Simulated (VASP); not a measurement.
Set up this calculation in VASP 6.6.1, as the native input.

| Property | Result |
| --- | --- |
| Task | single point |
| Functional | RPBE |
| Potentials or basis | VASP PAW PBE potentials, release 64 (W_sv, C) |
| Cutoff | 600 eV |
| k mesh | 10 × 10 × 8 |
| Occupations | gaussian, width 0.05 eV |
| Spin | no spin polarisation |
| Dipole correction | no |
| Further INCAR settings | ALGO = Normal; EDIFF = 1e-06; NBANDS = 16 |

The structure of WC lies in POSCAR:

```
WC
1.0
    2.9339810869      0.0000000000      0.0000000000
   -1.4669905434      2.5409021555      0.0000000000
    0.0000000000      0.0000000000      2.8553348783
W C
1 1
Direct
    0.0000000000      0.0000000000      0.0000000000
    0.6666666667      0.3333333333      0.5000000000
```

These files were run (other wordings do the same):

INCAR

```
SYSTEM = WC
ALGO     = Normal         ! electronic algorithm
EDIFF    = 1E-6           ! SCF threshold, eV
ENCUT    = 600            ! plane-wave cutoff, eV
GGA      = RP             ! functional
GGA_COMPAT= .False.      
ISIF     = 2              ! what is computed and relaxed
ISMEAR   = 0              ! smearing method
LASPH    = .True.         ! aspherical terms in the spheres
LCHARG   = .False.        ! write CHGCAR
LREAL    = .False.        ! projectors in reciprocal space
LWAVE    = .False.        ! write WAVECAR
NBANDS   = 16             ! bands
NELM     = 120            ! most SCF steps
PREC     = Accurate       ! precision mode
SIGMA    = 0.05           ! smearing width, eV
```

KPOINTS

```
k-points
0
Gamma
  10 10 8
  0 0 0
```

Potentials or basis: VASP PAW PBE potentials, release 64 (W_sv, C).

Launch:

```console
$ cat potpaw_PBE.64/W_sv/POTCAR potpaw_PBE.64/C/POTCAR > POTCAR
$ mpirun -np 1 vasp_std > vasp.out
```

Results of the run:

```yaml
Pressure: 0.9 GPa
Band_gap_on_the_k_mesh: zero (band 9 reaches 11.43 eV, above the bottom of band 10 at 10.27 eV)
```

Caveat: the PAW data sets were made with another functional, which shifts forces and pressure a little; spin-orbit coupling is left out, which moves the levels of the heavy elements.

Run time: 8.9 s on 1 thread of Intel(R) Xeon(R) Platinum 8559C (Emerald Rapids), with other jobs on the host, peak memory 0.15 GiB.
